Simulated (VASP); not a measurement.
# C (Fd-3m) in VASP: settings compared

The runs below take C through single point, with PBE-based global hybrid, PBEsol, PBEsol+D3(BJ).

All numbers are computed with VASP 6.6.1; they aren't measurements. Logs are shortened: lines on timing, memory, paths and dates and some standing lists are left out, and cuts for length are marked.

### Step 1. The cell of the first run

It takes space group Fd-3m (No. 227, cubic). The conventional cell has a = 3.567 Å, b = 3.567 Å, c = 3.567 Å, α = 90.00°, β = 90.00°, γ = 90.00°. C (site symmetry -43m) has 4 C at 1.54 Å within 2.1 Å.

### Step 2. Single point, PBE-based global hybrid

File POSCAR:

```
C
1.0
    0.0000000000      1.7833700000      1.7833700000
    1.7833700000      0.0000000000      1.7833700000
    1.7833700000      1.7833700000      0.0000000000
C
2
Direct
    0.7500000000      0.7500000000      0.7500000000
    0.5000000000      0.5000000000      0.5000000000
```

File INCAR.step1:

```
SYSTEM = C
ALGO     = Normal         ! electronic algorithm
EDIFF    = 1E-5           ! SCF threshold, eV
ENCUT    = 520            ! plane-wave cutoff, eV
GGA      = PE             ! functional
ISIF     = 2              ! what is computed and relaxed
ISMEAR   = -1             ! smearing method
LASPH    = .TRUE.         ! aspherical terms in the spheres
LCHARG   = .FALSE.        ! write CHGCAR
LREAL    = .FALSE.        ! projectors in reciprocal space
LWAVE    = .TRUE.         ! write WAVECAR
NBANDS   = 11             ! bands
NELM     = 100            ! most SCF steps
PREC     = Accurate       ! precision mode
SIGMA    = 0.05           ! smearing width, eV
```

File INCAR.step2:

```
SYSTEM = C
AEXX     = 0.4            ! exact-exchange fraction
ALGO     = Normal         ! electronic algorithm
EDIFF    = 1E-6           ! SCF threshold, eV
ENCUT    = 520            ! plane-wave cutoff, eV
GGA      = PE             ! functional
ISIF     = 2              ! what is computed and relaxed
ISMEAR   = -1             ! smearing method
ISTART   = 1            
LASPH    = .TRUE.         ! aspherical terms in the spheres
LCHARG   = .FALSE.        ! write CHGCAR
LHFCALC  = .TRUE.         ! exact exchange
LREAL    = .FALSE.        ! projectors in reciprocal space
LWAVE    = .FALSE.        ! write WAVECAR
NBANDS   = 11             ! bands
NELM     = 100            ! most SCF steps
PREC     = Accurate       ! precision mode
PRECFOCK = Normal       
SIGMA    = 0.05           ! smearing width, eV
```

File KPOINTS:

```
k-points
0
G
  6 6 6
  0 0 0
```

Potentials or basis: VASP PAW PBE potentials, release 64 (C).

Started as:

```bash
$ cat potpaw_PBE.64/C/POTCAR > POTCAR
$ cp INCAR.step1 INCAR
$ mpirun -np 1 vasp_std > vasp.out
$ cp INCAR.step2 INCAR
$ mpirun -np 1 vasp_std > vasp.out
```

OUTCAR:

```text
SYSTEM = C
   AEXX = 0.4
   EDIFF = 1E-6
   ENCUT = 520
   GGA = PE
   ISIF = 2
   ISMEAR = -1
   ISTART = 1
   LASPH = .TRUE.
   LHFCALC = .TRUE.
   LREAL = .FALSE.
   NELM = 100
   PREC = Accurate
   PRECFOCK = Normal

 ion  position               nearest neighbor table
   1  0.750  0.750  0.750-   2 1.54   2 1.54   2 1.54   2 1.54
   2  0.500  0.500  0.500-   1 1.54   1 1.54   1 1.54   1 1.54

  LATTYP: Found a face centered cubic cell.
 ALAT       =     3.5667400000

  Lattice vectors:

 A1 = (   0.0000000000,   1.7833700000,   1.7833700000)
 A2 = (   1.7833700000,   0.0000000000,   1.7833700000)
 A3 = (   1.7833700000,   1.7833700000,   0.0000000000)

Analysis of symmetry for initial positions (statically):
=====================================================================
 Subroutine PRICEL returns:
 Original cell was already a primitive cell.

 Routine SETGRP: Setting up the symmetry group for a
 face centered cubic supercell.

 Subroutine GETGRP returns: Found 48 space group operations
 (whereof 24 operations were pure point group operations)
 out of a pool of 48 trial point group operations.

The static configuration has the point symmetry T_d .
 The point group associated with its full space group is O_h .

Analysis of symmetry for dynamics (positions and initial velocities):
=====================================================================
 Subroutine PRICEL returns:
 Original cell was already a primitive cell.

 Routine SETGRP: Setting up the symmetry group for a
 face centered cubic supercell.

 Subroutine GETGRP returns: Found 48 space group operations
 (whereof 24 operations were pure point group operations)
 out of a pool of 48 trial point group operations.

The dynamic configuration has the point symmetry T_d .
 The point group associated with its full space group is O_h .

 Subroutine INISYM returns: Found 48 space group operations
 (whereof 24 operations are pure point group operations),
 and found     1 'primitive' translations

----------------------------------------------------------------------------------------

                                     Primitive cell

  volume of cell :      11.3437

  direct lattice vectors                    reciprocal lattice vectors
     0.000000000  1.783370000  1.783370000    -0.280368067  0.280368067  0.280368067
     1.783370000  0.000000000  1.783370000     0.280368067 -0.280368067  0.280368067
     1.783370000  1.783370000  0.000000000     0.280368067  0.280368067 -0.280368067

  length of vectors
     2.522066041  2.522066041  2.522066041     0.485611737  0.485611737  0.485611737

  position of ions in fractional coordinates (direct lattice)
     0.750000000  0.750000000  0.750000000
     0.500000000  0.500000000  0.500000000

  ion indices of the primitive-cell ions
   primitive index   ion index
                 1           1
                 2           2

----------------------------------------------------------------------------------------

 KPOINTS: k-points

Automatic generation of k-mesh.
 Grid dimensions read from file:
 generate k-points for:    6    6    6

 Generating k-lattice:

  Cartesian coordinates                     Fractional coordinates (reciprocal lattice)
    -0.046728011  0.046728011  0.046728011     0.166666667  0.000000000  0.000000000
     0.046728011 -0.046728011  0.046728011     0.000000000  0.166666667  0.000000000
     0.046728011  0.046728011 -0.046728011     0.000000000  0.000000000  0.166666667

  Length of vectors
     0.080935290  0.080935290  0.080935290

  Shift w.r.t. Gamma in fractional coordinates (k-lattice)
     0.000000000  0.000000000  0.000000000

 Subroutine IBZKPT returns following result:
 ===========================================

 Found     16 irreducible k-points:

 Following reciprocal coordinates:
            Coordinates               Weight
  0.000000  0.000000  0.000000      1.000000
  0.166667  0.000000  0.000000      8.000000
  0.333333  0.000000  0.000000      8.000000
  0.500000  0.000000  0.000000      4.000000
  0.166667  0.166667  0.000000      6.000000
  0.333333  0.166667  0.000000     24.000000
[... 8 lines left out ...]
 -0.333333  0.333333  0.166667     24.000000
 -0.333333  0.500000  0.166667     12.000000
   k-points           NKPTS =     16   k-points in BZ     NKDIM =    216   number of bands    NBANDS=     11
   number of dos      NEDOS =    301   number of ions     NIONS =      2
   total plane-waves  NPLWV =   8000
   dimension x,y,z NGX =    20 NGY =   20 NGZ =   20
   dimension x,y,z NGXF=    40 NGYF=   40 NGZF=   40
   ions per type =               2
   NGX,Y,Z   is equivalent  to a cutoff of  13.18, 13.18, 13.18 a.u.
   NGXF,Y,Z  is equivalent  to a cutoff of  26.37, 26.37, 26.37 a.u.
 SYSTEM =  C
   PREC   = accura    normal or accurate (medium, high low for compatibility)
   ISTART =      1    job   : 0-new  1-cont  2-samecut
   ICHARG =      0    charge: 1-file 2-atom 10-const
[... 45 lines left out ...]
 non-spin polarized calculation
  energy-cutoff  :      520.00
  volume of cell :       11.34
 maximum number of plane-waves:       310
  NGX = 16; NGY = 16; NGZ = 16

 number of electron       7.9999999 magnetization

 Free energy of the ion-electron system (eV)
  ---------------------------------------------------
  ext. energy  EPLUGINS =         0.00000000
  ---------------------------------------------------
  free energy    TOTEN  =       -24.53070201 eV

  energy without entropy =      -24.53070201  energy(sigma->0) =      -24.53070201

 E-fermi :   9.1178     XC(G=0):  -8.6991

 val. band max:        8.0873629573   @ k =   0.0000   0.0000   0.0000
 cond. band min:      15.3873292761   @ k =   0.3333   0.3333   0.0000
 fundamental gap:      7.2999663188
 Fermi energy:         9.1178442345

 k-point     1 :       0.0000    0.0000    0.0000
  band No.  band energies     occupation
      1     -16.7104      2.00000
      2       8.0874      2.00000
      3       8.0874      2.00000
      4       8.0874      2.00000
      5      17.1642      0.00000
      6      17.1642      0.00000
      7      17.1642      0.00000
      8      25.8205      0.00000
      9      31.1823      0.00000
     10      38.7463      0.00000
     11      38.7463      0.00000

 k-point     2 :       0.1667    0.0000    0.0000
  band No.  band energies     occupation
      1     -15.8429      2.00000
      2       3.7973      2.00000
      3       6.9439      2.00000
      4       6.9439      2.00000
      5      18.6764      0.00000
      6      18.6764      0.00000
      7      19.0760      0.00000
      8      26.5404      0.00000
      9      32.3937      0.00000
     10      34.8003      0.00000
     11      34.8003      0.00000

 k-point     3 :       0.3333    0.0000    0.0000
  band No.  band energies     occupation
      1     -13.2972      2.00000
      2      -2.7558      2.00000
      3       5.4247      2.00000
      4       5.4247      2.00000
      5      20.1711      0.00000
      6      20.1711      0.00000
      7      20.3321      0.00000
      8      27.8309      0.00000
      9      33.2749      0.00000
     10      35.4207      0.00000
     11      35.4207      0.00000

 k-point     4 :       0.5000    0.0000    0.0000
  band No.  band energies     occupation
      1     -10.2313      2.00000
      2      -7.3024      2.00000
      3       4.8545      2.00000
      4       4.8545      2.00000
      5      20.3260      0.00000
      6      20.3260      0.00000
      7      20.6223      0.00000
      8      28.1224      0.00000
      9      34.5186      0.00000
     10      37.0483      0.00000
     11      38.5831      0.00000
[... 127 lines left out ...]
 k-point    14 :       0.5000    0.3333    0.1667
  band No.  band energies     occupation
      1     -11.0917      2.00000
      2      -2.0788      2.00000
      3      -0.2683      2.00000
      4       2.5924      2.00000
      5      19.4212      0.00000
      6      21.7102      0.00000
      7      23.6946      0.00000
      8      26.9228      0.00000
      9      33.2462      0.00000
     10      34.8936      0.00000
     11      39.7484      0.00000

 k-point    15 :      -0.3333    0.3333    0.1667
  band No.  band energies     occupation
      1      -8.1835      2.00000
      2      -5.4727      2.00000
      3      -0.9314      2.00000
      4       1.3274      2.00000
      5      20.4601      0.00000
      6      22.0382      0.00000
      7      26.4145      0.00000
      8      26.6648      0.00000
      9      30.3619      0.00000
     10      36.5630      0.00000
     11      39.9243      0.00000

 k-point    16 :      -0.3333    0.5000    0.1667
  band No.  band energies     occupation
      1      -6.2004      2.00000
      2      -6.2004      2.00000
      3      -0.8230      2.00000
      4      -0.8230      2.00000
      5      19.8482      0.00000
      6      19.8482      0.00000
      7      27.2647      0.00000
      8      27.2647      0.00000
      9      34.6431      0.00000
     10      34.6431      0.00000
     11      43.3247      0.00000

------------------------ aborting loop because EDIFF is reached ----------------------------------------

  FORCE on cell =-STRESS in cart. coord.  units (eV):
  Direction    XX          YY          ZZ          XY          YZ          ZX
  --------------------------------------------------------------------------------------
  -------------------------------------------------------------------------------------
  Total       -0.9327906     -0.9327906     -0.9327906      0.0000000      0.0000000      0.0000000
  in kB     -131.7468896   -131.7468896   -131.7468896      0.0000000      0.0000000      0.0000000
  external PRESSURE =    -131.7468896 kB  Pullay stress =       0.0000000 kB

 VOLUME and BASIS-vectors are now :
 -----------------------------------------------------------------------------
  energy-cutoff  :      520.00
  volume of cell :       11.34
      direct lattice vectors                 reciprocal lattice vectors
     0.000000000  1.783370000  1.783370000    -0.280368067  0.280368067  0.280368067
     1.783370000  0.000000000  1.783370000     0.280368067 -0.280368067  0.280368067
     1.783370000  1.783370000  0.000000000     0.280368067  0.280368067 -0.280368067

 POSITION                                       TOTAL-FORCE (eV/Angst)
 -----------------------------------------------------------------------------------
      2.67505      2.67505      2.67505        -0.000000     -0.000000     -0.000000
      1.78337      1.78337      1.78337         0.000000      0.000000      0.000000
 -----------------------------------------------------------------------------------
    total drift:                                0.000000      0.000000      0.000000

  FREE ENERGIE OF THE ION-ELECTRON SYSTEM (eV)
  ---------------------------------------------------
  free  energy   TOTEN  =       -24.5307020072 eV

  energy  without entropy=      -24.5307020072  energy(sigma->0) =      -24.53070201
```

Wall time 6.1 min (1 thread of AMD EPYC 7R43 (Zen 3), shared host); peak memory 0.08 GiB.

Results:

```
Free energy            : -24.5307 eV
Pressure               : -13.2 GPa
Band gap on the k mesh : 7.30 eV, indirect (least direct gap 9.08 eV)
```

Levels at points of the mesh, in eV from the valence-band top:
```tsv
k point	band 1	band 2	band 3	band 4	band 5	band 6	band 7	band 8	band 9
(0.00, 0.00, 0.00)	-24.80	0.00	0.00	0.00	9.08	9.08	9.08	17.73	23.09
(0.50, 0.00, 0.00)	-18.32	-15.39	-3.23	-3.23	12.24	12.24	12.53	20.03	26.43
(0.50, 0.50, 0.00)	-14.88	-14.88	-7.23	-7.23	7.89	7.89	21.97	21.97	28.23
```

Caveat: the k points lie up to 0.51 Å⁻¹ apart; the PAW data sets were made with another functional, which shifts forces and pressure a little. A k mesh can miss the band edges.

### Step 3. Single point, PBEsol

This run uses another cell than the first one, of 5.61 Å³/atom, 0.989 times its volume.

File INCAR:

```
SYSTEM = C
PREC = Accurate ; ENCUT = 520
EDIFF = 1E-6 ; ISMEAR = -1
SIGMA = 0.05 ; LREAL = .FALSE.
LASPH = .TRUE. ; NELM = 60
ALGO = Normal ; ISIF = 2
LWAVE = .FALSE. ; LCHARG = .FALSE.
GGA = PS ; NBANDS = 11
```

File KPOINTS:

```
Automatic mesh
0
G
  13 13 13
  0 0 0
```

File POSCAR:

```
C
1.0
    0.0000000000      1.7769040475      1.7769040475
    1.7769040475      0.0000000000      1.7769040475
    1.7769040475      1.7769040475      0.0000000000
C
2
Direct
    0.7500000000      0.7500000000      0.7500000000
    0.5000000000      0.5000000000      0.5000000000
```

Potentials or basis: VASP PAW PBE potentials, release 64 (C).

Started as:

```bash
$ cat potpaw_PBE.64/C/POTCAR > POTCAR
$ mpirun -np 1 vasp_std > vasp.out
```

Run time: 15 s. Hardware: 1 thread of Intel Xeon 8259CL, shared host; peak memory 0.12 GiB.

It converged, with:

```yaml
Free_energy: -19.2497 eV
Pressure: 1.1 GPa
Band_gap_on_the_k_mesh: 4.04 eV, indirect (least direct gap 5.57 eV)
```

Levels at points of the mesh, in eV from the valence-band top:
```tsv
k point	band 1	band 2	band 3	band 4	band 5	band 6	band 7	band 8	band 9
(0.00, 0.00, 0.00)	-21.67	0.00	0.00	0.00	5.57	5.57	5.57	13.62	19.10
```

Caveat: the PAW data sets were made with another functional, which shifts forces and pressure a little.

### Step 4. Single point, PBEsol+D3(BJ)

This run uses another cell than the first one, of 5.56 Å³/atom, 0.981 times its volume.

File INCAR:

```
PREC = Accurate
ENCUT = 520
EDIFF = 1E-6
ISMEAR = -1
SIGMA = 0.05
LREAL = F
LASPH = T
NELM = 60
ALGO = Normal
ISIF = 2
LWAVE = F
LCHARG = F
GGA = PS
IVDW = 12
NBANDS = 11
```

File KPOINTS:

```
Automatic mesh
0
Gamma
  13 13 13
```

File POSCAR:

```
C
1.0
    0.0000000000      1.7718962383      1.7718962383
    1.7718962383      0.0000000000      1.7718962383
    1.7718962383      1.7718962383      0.0000000000
C
2
Direct
    0.7500000000      0.7500000000      0.7500000000
    0.5000000000      0.5000000000      0.5000000000
```

Started as:

```bash
$ cat potpaw_PBE.64/C/POTCAR > POTCAR
$ mpirun -np 1 vasp_std > vasp.out
```

Wall time 15 s (1 thread of Intel Xeon 8259CL, shared host); peak memory 0.13 GiB.

The run converged. Its results:

```
Free energy                : -19.5121 eV
Pressure                   : 1.1 GPa
Band gap on the k mesh     : 4.05 eV, indirect (least direct gap 5.59 eV)
Dispersion energy per atom : -0.132 eV
```

Levels at points of the mesh, in eV from the valence-band top:
| k point | band 1 | band 2 | band 3 | band 4 | band 5 | band 6 | band 7 | band 8 | band 9 |
| --- | --- | --- | --- | --- | --- | --- | --- | --- | --- |
| (0.00, 0.00, 0.00) | -21.78 | 0.00 | 0.00 | 0.00 | 5.59 | 5.59 | 5.59 | 13.81 | 19.21 |

Caveat: the PAW data sets were made with another functional, which shifts forces and pressure a little.

### Step 5. Single point, PBEsol+D3(BJ)

This run uses another cell than the first one, of 5.57 Å³/atom, 0.983 times its volume.

File INCAR:

```
SYSTEM = C
PREC = Accurate ; ENCUT = 520
EDIFF = 1E-6 ; ISMEAR = -1
SIGMA = 0.05 ; LREAL = .FALSE.
LASPH = .TRUE. ; NELM = 60
ALGO = Normal ; ISIF = 2
LWAVE = .FALSE. ; LCHARG = .FALSE.
GGA = PS ; IVDW = 12
NBANDS = 11
```

File KPOINTS:

```
Automatic mesh
0
G
  13 13 13
  0 0 0
```

File POSCAR:

```
C
1.0
    0.0000000000      1.7730605949      1.7730605949
    1.7730605949      0.0000000000      1.7730605949
    1.7730605949      1.7730605949      0.0000000000
C
2
Direct
    0.7500000000      0.7500000000      0.7500000000
    0.5000000000      0.5000000000      0.5000000000
```

Started as:

```bash
$ cat potpaw_PBE.64/C/POTCAR > POTCAR
$ mpirun -np 1 vasp_std > vasp.out
```

Run time: 16 s. Hardware: 1 thread of Intel Xeon 8259CL, shared host; peak memory 0.13 GiB.

Results (log left out):

```yaml
Free_energy: -19.5123 eV
Pressure: 0.2 GPa
Band_gap_on_the_k_mesh: 4.05 eV, indirect (least direct gap 5.59 eV)
Dispersion_energy_per_atom: -0.132 eV
```

Levels at points of the mesh, in eV from the valence-band top:
```
           k point  band 1  band 2  band 3  band 4  band 5  band 6  band 7  band 8  band 9
(0.00, 0.00, 0.00)  -21.76    0.00    0.00    0.00    5.59    5.59    5.59   13.77   19.18
```

Caveat: three body term missing; the PAW data sets were made with another functional, which shifts forces and pressure a little.

### Step 6. Single point, PBEsol+D3(BJ)

File INCAR:

```
  ALGO = Normal
  EDIFF = 1E-6
  ENCUT = 520
  GGA = PS
  ISIF = 2
  ISMEAR = -1
  IVDW = 12
  LASPH = True
  LCHARG = False
  LREAL = False
  LWAVE = False
  NBANDS = 11
  NELM = 60
  PREC = Accurate
  SIGMA = 0.05
```

File KPOINTS:

```
k-points
0
Gamma
  13 13 13
```

File POSCAR:

```
C
1.0
    0.0000000000      1.7833700000      1.7833700000
    1.7833700000      0.0000000000      1.7833700000
    1.7833700000      1.7833700000      0.0000000000
C
2
Direct
    0.7500000000      0.7500000000      0.7500000000
    0.5000000000      0.5000000000      0.5000000000
```

Potentials or basis: VASP PAW PBE potentials, release 64 (C).

Started as:

```bash
$ cat potpaw_PBE.64/C/POTCAR > POTCAR
$ mpirun -np 1 vasp_std > vasp.out
```

Wall time 16 s (1 thread of Intel Xeon 8259CL, shared host); peak memory 0.13 GiB.

It converged, with:

```
Free energy                : -19.5081 eV
Pressure                   : -7.5 GPa
Band gap on the k mesh     : 4.01 eV, indirect (least direct gap 5.54 eV)
Dispersion energy per atom : -0.130 eV
```

Levels at points of the mesh, in eV from the valence-band top:
| k point | band 2 | band 3 | band 4 | band 5 | band 6 | band 7 |
| --- | --- | --- | --- | --- | --- | --- |
| (0.00, 0.00, 0.00) | 0.00 | 0.00 | 0.00 | 5.54 | 5.54 | 5.54 |

Caveat: three body term missing; the PAW data sets were made with another functional, which shifts forces and pressure a little.

### Step 7. The runs side by side

```csv
level,cell,k mesh,grid for exact exchange (PRECFOCK),share of exact exchange,gap on the mesh (eV),pressure (GPa)
PBE-based global hybrid,"a = 2.522 Å, angles 60.0°, 2 atoms",6 × 6 × 6,Normal,0.4,7.30,-13.2
PBEsol,"a = 2.513 Å, angles 60.0°, 2 atoms",13 × 13 × 13,-,-,4.04,1.1
PBEsol+D3(BJ),"a = 2.506 Å, angles 60.0°, 2 atoms",13 × 13 × 13,-,-,4.05,1.1
PBEsol+D3(BJ),"a = 2.507 Å, angles 60.0°, 2 atoms",13 × 13 × 13,-,-,4.05,0.2
PBEsol+D3(BJ),"a = 2.522 Å, angles 60.0°, 2 atoms",13 × 13 × 13,-,-,4.01,-7.5
```

Alike in all rows: task single point; potentials or basis VASP PAW PBE potentials, release 64 (C); no spin polarisation; cutoff (eV) 520; smearing fermi-dirac 0.05 eV.

Caveats: some runs use coarse meshes; the PAW data sets were made with another functional, which shifts forces and pressure a little; three body term missing (some runs).

Absolute energies hang on the potentials; compare differences alone.
